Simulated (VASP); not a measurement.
# In3Sb (Fm-3m) in VASP: a series of runs

Runs on In3Sb. Level: LDA. Tasks: single point, relaxation of cell and atoms.

Everything below comes from runs of VASP 6.6.1. Logs are shortened: lines on timing, memory, paths and dates and some standing lists are left out, and cuts for length are marked.

**1. The cell of the first run**

Symmetry: Fm-3m, No. 225, cubic system. The conventional cell has a = 6.472 Å, b = 6.472 Å, c = 6.472 Å, α = 90.00°, β = 90.00°, γ = 90.00°. Sb (site symmetry m-3m) has 14 In at 2.80 to 3.24 Å within 3.7 Å. Within 3.7 Å of In (site symmetry m-3m) lie 8 In at 2.80 Å and 6 Sb at 3.24 Å. In (site symmetry -43m) has 4 Sb at 2.80 Å and 10 In at 2.80 to 3.24 Å within 3.7 Å.

**2. Single point, LDA**

The input, INCAR:

```
  ALGO = Normal
  EDIFF = 1E-6
  ENCUT = 500
  GGA = CA
  GGA_COMPAT = F
  ISIF = 2
  ISMEAR = 0
  LASPH = T
  LCHARG = T
  LELF = T
  LREAL = F
  LVHAR = T
  LWAVE = F
  NBANDS = 30
  NELM = 120
  PREC = Accurate
  SIGMA = 0.02
```

The input, KPOINTS:

```
k-points
0
Gamma
  4 4 4
```

The input, POSCAR:

```
In3Sb
1.0
    0.0000000000      3.2358753017      3.2358753017
    3.2358753017      0.0000000000      3.2358753017
    3.2358753017      3.2358753017      0.0000000000
Sb In
1 3
Direct
    0.0000000000      0.0000000000      0.0000000000
    0.5000000000      0.5000000000      0.5000000000
    0.2500000000      0.2500000000      0.2500000000
    0.7500000000      0.7500000000      0.7500000000
```

Potentials or basis: VASP PAW LDA potentials, release 64 (Sb, In_d).

Launch:

```
cat potpaw_LDA.64/Sb/POTCAR potpaw_LDA.64/In_d/POTCAR > POTCAR
mpirun -np 1 vasp_std > vasp.out
```

OUTCAR:

```text
EDIFF = 1E-6
   ENCUT = 500
   GGA = CA
   ISIF = 2
   ISMEAR = 0
   LASPH = T
   LREAL = F
   NELM = 120
   PREC = Accurate

 ion  position               nearest neighbor table
   1  0.000  0.000  0.000-   4 2.80   4 2.80   4 2.80   3 2.80   4 2.80   3 2.80   3 2.80   3 2.80
                             2 3.24   2 3.24   2 3.24   2 3.24   2 3.24   2 3.24
   2  0.500  0.500  0.500-   3 2.80   3 2.80   3 2.80   3 2.80   4 2.80   4 2.80   4 2.80   4 2.80
                             1 3.24   1 3.24   1 3.24   1 3.24   1 3.24   1 3.24
   3  0.250  0.250  0.250-   1 2.80   1 2.80   1 2.80   1 2.80   2 2.80   2 2.80   2 2.80   2 2.80
                             4 3.24   4 3.24   4 3.24   4 3.24   4 3.24   4 3.24
   4  0.750  0.750  0.750-   2 2.80   2 2.80   2 2.80   1 2.80   2 2.80   1 2.80   1 2.80   1 2.80
                             3 3.24   3 3.24   3 3.24   3 3.24   3 3.24   3 3.24

  LATTYP: Found a face centered cubic cell.
 ALAT       =     6.4717506034

  Lattice vectors:

 A1 = (   0.0000000000,   3.2358753017,   3.2358753017)
 A2 = (   3.2358753017,   0.0000000000,   3.2358753017)
 A3 = (   3.2358753017,   3.2358753017,   0.0000000000)

Analysis of symmetry for initial positions (statically):
=====================================================================
 Subroutine PRICEL returns:
 Original cell was already a primitive cell.

 Routine SETGRP: Setting up the symmetry group for a
 face centered cubic supercell.

 Subroutine GETGRP returns: Found 48 space group operations
 (whereof 48 operations were pure point group operations)
 out of a pool of 48 trial point group operations.

The static configuration has the point symmetry O_h .

Analysis of symmetry for dynamics (positions and initial velocities):
=====================================================================
 Subroutine PRICEL returns:
 Original cell was already a primitive cell.

 Routine SETGRP: Setting up the symmetry group for a
 face centered cubic supercell.

 Subroutine GETGRP returns: Found 48 space group operations
 (whereof 48 operations were pure point group operations)
 out of a pool of 48 trial point group operations.

The dynamic configuration has the point symmetry O_h .

 Subroutine INISYM returns: Found 48 space group operations
 (whereof 48 operations are pure point group operations),
 and found     1 'primitive' translations
[... 78 lines left out ...]
   LSORBIT =      F    spin-orbit coupling
   LASPH  =      T    aspherical Exc in radial PAW
   ENCUT  =  500.0 eV  36.75 Ry    6.06 a.u.   8.34  8.34  8.34*2*pi/ulx,y,z
   NELM   =    120;   NELMIN=  2; NELMDL= -5     # of ELM steps
   EDIFF  = 0.1E-05   stopping-criterion for ELM
   LREAL  =      F    real-space projection
   EDIFFG = 0.1E-04   stopping-criterion for IOM
   NSW    =      0    number of steps for IOM
   IBRION =     -1    ionic relax: 0-MD 1-quasi-New 2-CG
   NFREE  =      0    steps in history (QN), initial steepest desc. (CG)
   ISIF   =      2    stress and relaxation
   ISYM   =      2    0-nonsym 1-usesym 2-fastsym
   POTIM  = 0.5000    time-step for ionic-motion
   TEBEG  =    0.0;   TEEND  =   0.0 temperature during run
   PSTRESS=    0.0 pullay stress
   NELECT =      44.0000    total number of electrons
   NUPDOWN=      -1.0000    fix difference up-down
   EMIN   =  10.00;   EMAX   =-10.00  energy-range for DOS
   EFERMI =   0.00;   METHOD = LEGACY
   ISMEAR =     0;   SIGMA  =   0.02  broadening in eV -4-tet -1-fermi 0-gaus
   EFERMI_NEDOS =   21; number of points for ismear=-14 and -15
   IALGO  =     38    algorithm
   IMIX   =      4    mixing-type and parameters
     AMIX     =   0.40;   BMIX     =  1.00
     AMIX_MAG =   1.60;   BMIX_MAG =  1.00
  volume/ion in A,a.u.               =      16.94       114.33
  Fermi-wavevector in a.u.,A,eV,Ry     =   1.417612  2.678898 27.342579  2.009623
  Thomas-Fermi vector in A             =   2.538824
   LORBIT       =      0    0 simple, 1 ext, 2 COOP (PROOUT), +10 PAW based schemes
   GGA     = CA    functional components
   LHFCALC =     F    Hartree Fock is set to
   AEXX    =    0.0000 exact exchange contribution
   IVDW    =     0    specifies the selected vdW correction
   LEPSILON=     F    determine dielectric tensor
   LRPA    =     F    only Hartree local field effects (RPA)
 non-spin polarized calculation
 Gauss-broadening in eV      SIGMA  =   0.02
  energy-cutoff  :      500.00
  volume of cell :       67.76
 maximum number of plane-waves:      1759
 NGX is ok and might be reduce to    36
   NGX = 17   NGY = 17   NGZ = 17

 number of electron      43.9999980 magnetization

 Free energy of the ion-electron system (eV)
  ---------------------------------------------------
  ext. energy  EPLUGINS =         0.00000000
  ---------------------------------------------------
  free energy    TOTEN  =        -9.80970263 eV

  energy without entropy =       -9.80666009  energy(sigma->0) =       -9.80818136

 E-fermi :  14.1934     XC(G=0): -12.6988

 val. band max:       13.9727605629   @ k =  -0.2500   0.2500   0.0000
 cond. band min:      14.2048734913   @ k =   0.5000   0.2500   0.0000
 fundamental gap:      0.2321129284
 Fermi energy:        14.1933869776

 k-point     1 :       0.0000    0.0000    0.0000
  band No.  band energies     occupation
      1      -1.7300      2.00000
      2      -1.7300      2.00000
      3      -1.5050      2.00000
      4      -1.5050      2.00000
      5      -1.5050      2.00000
      6      -1.4129      2.00000
[... 253 lines left out ...]
     29      21.1737      0.00000
     30      21.8593      0.00000

------------------------ aborting loop because EDIFF is reached ----------------------------------------

  FORCE on cell =-STRESS in cart. coord.  units (eV):
  Direction    XX          YY          ZZ          XY          YZ          ZX
  --------------------------------------------------------------------------------------
  -------------------------------------------------------------------------------------
  Total       25.7727807     25.7727807     25.7727807      0.0000000      0.0000000      0.0000000
  in kB      609.3496038    609.3496038    609.3496038      0.0000000      0.0000000      0.0000000
  external PRESSURE =     609.3496038 kB  Pullay stress =       0.0000000 kB

 VOLUME and BASIS-vectors are now :
 -----------------------------------------------------------------------------
  energy-cutoff  :      500.00
  volume of cell :       67.76
      direct lattice vectors                 reciprocal lattice vectors
     0.000000000  3.235875302  3.235875302    -0.154517697  0.154517697  0.154517697
     3.235875302  0.000000000  3.235875302     0.154517697 -0.154517697  0.154517697
     3.235875302  3.235875302  0.000000000     0.154517697  0.154517697 -0.154517697

 POSITION                                       TOTAL-FORCE (eV/Angst)
 -----------------------------------------------------------------------------------
      0.00000      0.00000      0.00000         0.000000      0.000000      0.000000
      3.23588      3.23588      3.23588         0.000000      0.000000      0.000000
      1.61794      1.61794      1.61794        -0.000000      0.000000      0.000000
      4.85381      4.85381      4.85381        -0.000000     -0.000000     -0.000000
 -----------------------------------------------------------------------------------
    total drift:                                0.000000      0.000000      0.000000

  FREE ENERGIE OF THE ION-ELECTRON SYSTEM (eV)
  ---------------------------------------------------
  free  energy   TOTEN  =        -9.8097026336 eV

  energy  without entropy=       -9.8066600867  energy(sigma->0) =       -9.80818136
```

OSZICAR:

```text
N       E                     dE             d eps       ncg     rms          rms(c)
DAV:   1     0.425329176155E+03    0.42533E+03   -0.19603E+04   480   0.208E+03
DAV:   2     0.340865136506E+02   -0.39124E+03   -0.38319E+03   480   0.477E+02
DAV:   3    -0.848570173051E+01   -0.42572E+02   -0.41523E+02   566   0.176E+02
DAV:   4    -0.100824007407E+02   -0.15967E+01   -0.15941E+01   576   0.376E+01
DAV:   5    -0.101620725491E+02   -0.79672E-01   -0.79666E-01   742   0.653E+00    0.116E+01
DAV:   6    -0.990422093837E+01    0.25785E+00   -0.28207E-01   660   0.105E+01    0.604E+00
DAV:   7    -0.981662405341E+01    0.87597E-01   -0.12343E-01   726   0.530E+00    0.799E-01
DAV:   8    -0.981042724910E+01    0.61968E-02   -0.16611E-02   726   0.198E+00    0.419E-01
DAV:   9    -0.980970064088E+01    0.72661E-03   -0.10438E-03   686   0.369E-01    0.154E-01
DAV:  10    -0.980970653988E+01   -0.58990E-05   -0.66837E-05   748   0.118E-01    0.404E-02
DAV:  11    -0.980970274330E+01    0.37966E-05   -0.12751E-05   670   0.636E-02    0.107E-02
DAV:  12    -0.980970263358E+01    0.10972E-06   -0.86516E-07   362   0.286E-02
   1 F= -.98097026E+01 E0= -.98081814E+01  d E =-.304255E-02
```

It took 17 s on 1 thread of Intel Xeon Platinum 8259CL at 2.50GHz (Skylake/Cascade Lake), shared host; peak memory 0.17 GiB.

What came out:

| Property | Result |
| --- | --- |
| Free energy | -9.8097 eV |
| Pressure | 60.9 GPa |
| Band gap on the k mesh | zero (bands 22 and 23 overlap by 6.19 eV) |

Caveat: the k points lie up to 0.42 Å⁻¹ apart, too coarse for converged energies and pressures of a metal; spin-orbit coupling is left out, which moves the levels of the heavy elements.

**3. Single point, LDA**

This run uses another cell than the first one, of 18.32 Å³/atom.

The input, INCAR:

```
SYSTEM = In3Sb
PREC = Accurate
ENCUT = 500
EDIFF = 1E-6
ISMEAR = 0
SIGMA = 0.02
LREAL = .FALSE.
LASPH = .TRUE.
NELM = 120
ALGO = Normal
ISIF = 2
LWAVE = .FALSE.
LCHARG = .TRUE.
GGA = CA
LELF = .TRUE.
LVHAR = .TRUE.
NBANDS = 30
GGA_COMPAT = .FALSE.
```

The input, KPOINTS:

```
Automatic mesh
0
G
  4 4 4
  0 0 0
```

The input, POSCAR:

```
In3Sb
1.0
    0.0000000000      3.3210929871      3.3210929871
    3.3210929871      0.0000000000      3.3210929871
    3.3210929871      3.3210929871      0.0000000000
Sb In
1 3
Direct
    0.0000000000      0.0000000000      0.0000000000
    0.5000000000      0.5000000000      0.5000000000
    0.2500000000      0.2500000000      0.2500000000
    0.7500000000      0.7500000000      0.7500000000
```

Potentials or basis: VASP PAW LDA potentials, release 64 (Sb, In_d).

Launch:

```
cat potpaw_LDA.64/Sb/POTCAR potpaw_LDA.64/In_d/POTCAR > POTCAR
mpirun -np 1 vasp_std > vasp.out
```

It took 17 s on 1 thread of Intel Xeon Platinum 8259CL at 2.50GHz (Skylake/Cascade Lake), shared host; peak memory 0.17 GiB.

Results (log left out):

| Item | Value |
| --- | --- |
| Free energy | -11.5335 eV |
| Pressure | 40.6 GPa |
| Band gap on the k mesh | zero (bands 22 and 23 overlap by 5.81 eV) |

Levels at points of the mesh, in eV from the Fermi level:
```
           k point  band 20  band 21  band 22  band 23  band 24  band 25
(0.00, 0.00, 0.00)    -2.29    -1.63    -0.89    -0.89    -0.89     0.60
(0.50, 0.00, 0.00)    -3.23    -2.13    -1.94    -1.94     3.16     4.03
(0.50, 0.50, 0.00)    -5.78    -4.42     3.87     3.87     4.15     5.13
```

Caveat: the k points lie up to 0.41 Å⁻¹ apart, too coarse for converged energies and pressures of a metal; spin-orbit coupling is left out, which moves the levels of the heavy elements.

**4. Single point, LDA**

This run uses another cell than the first one, of 20.47 Å³/atom.

The input, INCAR:

```
PREC = Accurate ; ENCUT = 500
EDIFF = 1E-6 ; ISMEAR = 0
SIGMA = 0.02 ; LREAL = False
LASPH = True ; NELM = 120
ALGO = Normal ; ISIF = 2
LWAVE = False ; LCHARG = False
GGA = CA ; NBANDS = 30
GGA_COMPAT = False
```

The input, KPOINTS:

```
Automatic mesh
0
Gamma
  4 4 4
```

The input, POSCAR:

```
In3Sb
1.0
    0.0000000000      3.4466964251      3.4466964251
    3.4466964251      0.0000000000      3.4466964251
    3.4466964251      3.4466964251      0.0000000000
Sb In
1 3
Direct
    0.0000000000      0.0000000000      0.0000000000
    0.5000000000      0.5000000000      0.5000000000
    0.2500000000      0.2500000000      0.2500000000
    0.7500000000      0.7500000000      0.7500000000
```

Launch:

```
cat potpaw_LDA.64/Sb/POTCAR potpaw_LDA.64/In_d/POTCAR > POTCAR
mpirun -np 1 vasp_std > vasp.out
```

It took 16 s on 1 thread of Intel Xeon Platinum 8259CL at 2.50GHz (Skylake/Cascade Lake), shared host; peak memory 0.17 GiB.

It converged, with:

| Item | Value |
| --- | --- |
| Free energy | -13.1308 eV |
| Pressure | 20.4 GPa |
| Band gap on the k mesh | zero (bands 22 and 23 overlap by 5.09 eV) |

Levels at points of the mesh, in eV from the Fermi level:
```
           k point  band 19  band 20  band 21  band 22  band 23  band 24  band 25  band 26
(0.00, 0.00, 0.00)    -1.95    -1.95    -1.73    -0.51    -0.51    -0.51     0.84     0.84
(0.50, 0.00, 0.00)    -2.79    -2.79    -2.14    -1.48    -1.48     2.73     3.65     4.83
(0.50, 0.50, 0.00)    -5.14    -5.14    -4.19     3.61     3.61     3.69     4.96     4.96
```

Caveat: the k points lie up to 0.39 Å⁻¹ apart, too coarse for converged energies and pressures of a metal; spin-orbit coupling is left out, which moves the levels of the heavy elements.

**5. Single point, LDA**

This run uses another cell than the first one, of 25.54 Å³/atom.

The input, INCAR:

```
ALGO = Normal
EDIFF = 1E-6
ENCUT = 500
GGA_COMPAT = False
ISIF = 2
ISMEAR = 0
LASPH = True
LCHARG = True
LELF = True
LREAL = False
LVHAR = True
LWAVE = False
NBANDS = 30
NELM = 120
PREC = Accurate
SIGMA = 0.02
```

The input, KPOINTS:

```
k-points
0
Gamma
  4 4 4
```

The input, POSCAR:

```
In3Sb
1.0
    0.0000000000      3.7103470552      3.7103470552
    3.7103470552      0.0000000000      3.7103470552
    3.7103470552      3.7103470552      0.0000000000
Sb In
1 3
Direct
    0.0000000000      0.0000000000      0.0000000000
    0.5000000000      0.5000000000      0.5000000000
    0.2500000000      0.2500000000      0.2500000000
    0.7500000000      0.7500000000      0.7500000000
```

Launch:

```
cat potpaw_LDA.64/Sb/POTCAR potpaw_LDA.64/In_d/POTCAR > POTCAR
mpirun -np 1 vasp_std > vasp.out
```

Run time: 26 s. Hardware: 1 thread of Intel Xeon Platinum 8259CL at 2.50GHz (Skylake/Cascade Lake), shared host; peak memory 0.2 GiB.

The run converged. Its results:

* Free energy: -14.1638 eV
* Pressure: 0.1 GPa
* Band gap on the k mesh: zero (bands 22 and 23 overlap by 3.53 eV)

Levels at points of the mesh, in eV from the Fermi level:
```
           k point  band 18  band 19  band 20  band 21  band 22  band 23  band 24  band 25
(0.00, 0.00, 0.00)    -2.01    -1.34    -1.34    -1.34     0.13     0.13     0.13     0.57
(0.50, 0.00, 0.00)    -4.08    -2.24    -1.99    -1.99    -0.70    -0.70     1.98     2.97
(0.50, 0.50, 0.00)    -4.97    -3.82    -3.75    -3.75     2.83     3.14     3.14     4.04
```

Caveat: the k points lie up to 0.37 Å⁻¹ apart, too coarse for converged energies and pressures of a metal; spin-orbit coupling is left out, which moves the levels of the heavy elements.

**6. Relaxation of cell and atoms, LDA**

This run uses another cell than the first one, of 28.31 Å³/atom.

The input, INCAR:

```
SYSTEM = In3Sb
  PREC = Accurate
  ENCUT = 500
  EDIFF = 1E-7
  ISMEAR = 0
  SIGMA = 0.02
  LREAL = .FALSE.
  LASPH = .TRUE.
  NELM = 120
  ALGO = Normal
  ISIF = 3
  LWAVE = .FALSE.
  LCHARG = .FALSE.
  IBRION = 2
  NSW = 80
  EDIFFG = -0.03
  GGA_COMPAT = .FALSE.
  NELMIN = 4
```

The input, KPOINTS:

```
regular mesh
0
G
  4 4 4
  0 0 0
```

The input, POSCAR:

```
In3Sb
1.0
    0.0000000000      3.8400000000      3.8400000000
    3.8400000000      0.0000000000      3.8400000000
    3.8400000000      3.8400000000      0.0000000000
Sb In
1 3
Direct
    0.0000000000      0.0000000000      0.0000000000
    0.5000000000      0.5000000000      0.5000000000
    0.2500000000      0.2500000000      0.2500000000
    0.7500000000      0.7500000000      0.7500000000
```

Potentials or basis: VASP PAW LDA potentials, release 64 (Sb, In_d).

Launch:

```
cat potpaw_LDA.64/Sb/POTCAR potpaw_LDA.64/In_d/POTCAR > POTCAR
mpirun -np 1 vasp_std > vasp.out
```

Run time: 56 s. Hardware: 1 thread of Intel Xeon Platinum 8259CL at 2.50GHz (Skylake/Cascade Lake), shared host; peak memory 0.21 GiB.

It converged, with:

| Property | Result |
| --- | --- |
| Free energy | -14.1674 eV |
| Relaxed volume | 25.50 Å³/atom |
| Relaxed cell | a = 5.244 Å, b = 5.244 Å, c = 5.244 Å, α = 60.00°, β = 60.00°, γ = 60.00° |
| Space group after relaxing (to 0.1 Å) | Fm-3m (No. 225) |
| Energy gained by relaxing | 22.5 meV/atom |
| Ionic steps | 3 |
| Pressure after relaxing | 0.2 GPa |
| Band gap on the k mesh | zero (bands 22 and 23 overlap by 3.55 eV) |

Step by step:
```
step  energy change (eV)  largest force (eV/Å)  pressure (GPa)  volume (Å³)
   1              0.0000                0.0000           -2.56       113.25
   2             -0.0745                0.0000           -1.00       105.99
   3             -0.0899                0.0000            0.18       101.98
```

Final structure:
```
CELL_PARAMETERS angstrom
0.00000 3.70823 3.70823
3.70823 0.00000 3.70823
3.70823 3.70823 0.00000
ATOMIC_POSITIONS crystal
Sb 0.00000 0.00000 0.00000
In 0.50000 0.50000 0.50000
In 0.25000 0.25000 0.25000
In 0.75000 0.75000 0.75000
```

Levels at points of the mesh, in eV from the Fermi level:
```
           k point  band 18  band 19  band 20  band 21  band 22  band 23  band 24  band 25
(0.00, 0.00, 0.00)    -2.01    -1.35    -1.35    -1.35     0.12     0.12     0.12     0.58
(0.50, 0.00, 0.00)    -4.08    -2.24    -2.00    -2.00    -0.71    -0.71     1.99     2.98
(0.50, 0.50, 0.00)    -4.98    -3.82    -3.76    -3.76     2.84     3.15     3.15     4.05
```

Caveat: spin-orbit coupling is left out, which moves the levels of the heavy elements.

**7. Overview**

| task | cell | gap on the mesh (eV) | pressure (GPa) |
| --- | --- | --- | --- |
| single point | a = 4.576 Å, angles 60.0°, 4 atoms | none | 60.9 |
| single point | a = 4.697 Å, angles 60.0°, 4 atoms | none | 40.6 |
| single point | a = 4.874 Å, angles 60.0°, 4 atoms | none | 20.4 |
| single point | a = 5.247 Å, angles 60.0°, 4 atoms | none | 0.1 |
| relaxation of cell and atoms | relaxed from a = 5.431 Å, angles 60.0°, 4 atoms | none | 0.2 |

Alike in all rows: level LDA; potentials or basis VASP PAW LDA potentials, release 64 (Sb, In_d); no spin polarisation; k mesh 4 × 4 × 4; cutoff (eV) 500; smearing gaussian 0.02 eV.

Caveats: some runs use coarse meshes; spin-orbit coupling is left out, which moves the levels of the heavy elements.

Absolute energies hang on the potentials; compare differences alone.
